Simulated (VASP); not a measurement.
The system is ZrB2.

```xyz
3
Lattice="3.2117 0.0000 0.0000 -1.6059 2.7814 0.0000 0.0000 0.0000 3.5795" Properties=species:S:1:pos:R:3 pbc="T T T"
Zr    0.0000    0.0000    0.0000
B     1.6059    0.9271    1.7897
B     0.0000    1.8543    1.7897
```

Base run:

```yaml
Program: VASP 6.6.1
Functional: r2SCAN
Potentials_or_basis: VASP PAW PBE potentials, release 64 (Zr_sv, B)
Cutoff: 520 eV
k_mesh: 10 × 10 × 8
Occupations: fermi-dirac, width 0.05 eV
Spin: no spin polarisation
```

Its results: band gap on the k mesh zero (band 9 reaches 10.81 eV, above the bottom of band 10 at 9.99 eV); pressure -8.1 GPa.

**Question.** After a change of settings the same cell gave: band gap on the k mesh zero (band 9 reaches 10.53 eV, above the bottom of band 10 at 9.77 eV); pressure -12.3 GPa. Which change was it?
A. functional from r2SCAN to PBEsol; dispersion from none to D4
B. functional from r2SCAN to PBEsol
C. functional from r2SCAN to PBE

**Answer.** B.

Caveats: the PAW data sets were made with another functional, which shifts forces and pressure a little.
